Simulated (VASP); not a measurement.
Here is a VASP 6.6.1 calculation.

Contents of INCAR:

```
  PREC = Accurate
  ENCUT = 600
  EDIFF = 1E-6
  ISMEAR = -1
  SIGMA = 0.05
  LREAL = False
  LASPH = True
  NELM = 60
  ALGO = Normal
  ISIF = 3
  LWAVE = False
  LCHARG = False
  GGA = PS
  IBRION = 2
  NSW = 32
  EDIFFG = -0.005
  PSTRESS = 4500.0
```

KPOINTS

```
Automatic mesh
0
Gamma
  19 19 10
```

Contents of POSCAR:

```
Se
1.0
    2.3055176027      0.0000000000      0.0000000000
   -1.1527588014      1.9966368128      0.0000000000
    0.0000000000      0.0000000000      3.5897572890
Se
2
Direct
    0.3333333333      0.6666666667      0.2500000000
    0.6666666667      0.3333333333      0.7500000000
```

Potentials or basis: VASP PAW PBE potentials, release 64 (Se).

Run with:

```sh
$ cat potpaw_PBE.64/Se/POTCAR > POTCAR
$ mpirun -np 1 vasp_std > vasp.out
```

**Question.** What does it give for the relaxed cell?

**Answer.** a = 2.311 Å, b = 2.311 Å, c = 3.602 Å, α = 90.00°, β = 90.00°, γ = 120.00°.

**Question.** Predict the space group after relaxing (to 0.05 Å).

**Answer.** P6_3/mmc (No. 194).

**Question.** Predict the relaxed volume.

**Answer.** 8.33 Å³/atom.

**Question.** What does it give for the band gap on the k mesh?

**Answer.** Zero (band 6 reaches 29.60 eV, above the bottom of band 7 at 15.97 eV).

Step by step:
| step | energy change (eV) | largest force (eV/Å) | pressure (GPa) | volume (Å³) |
| --- | --- | --- | --- | --- |
| 1 | 0.0000 | 0.0000 | 463.07 | 16.52 |
| 2 | -4.0948 | 0.0000 | 333.04 | 18.19 |
| 3 | -0.4245 | 0.0000 | 449.29 | 16.67 |
| 4 | -0.4028 | 0.0000 | 449.99 | 16.67 |
| 5 | -0.3948 | 0.0000 | 450.21 | 16.66 |
| 6 | -0.3948 | 0.0000 | 450.21 | 16.66 |
| 7 | -0.3948 | 0.0000 | 450.21 | 16.66 |
| 8 | -0.4232 | 0.0000 | 449.29 | 16.67 |
| 9 | -0.4013 | 0.0000 | 450.00 | 16.67 |

Caveat: the cell is relaxed towards a set pressure, so the enthalpy falls and the energy may rise; the PAW data sets were made with another functional, which shifts forces and pressure a little.
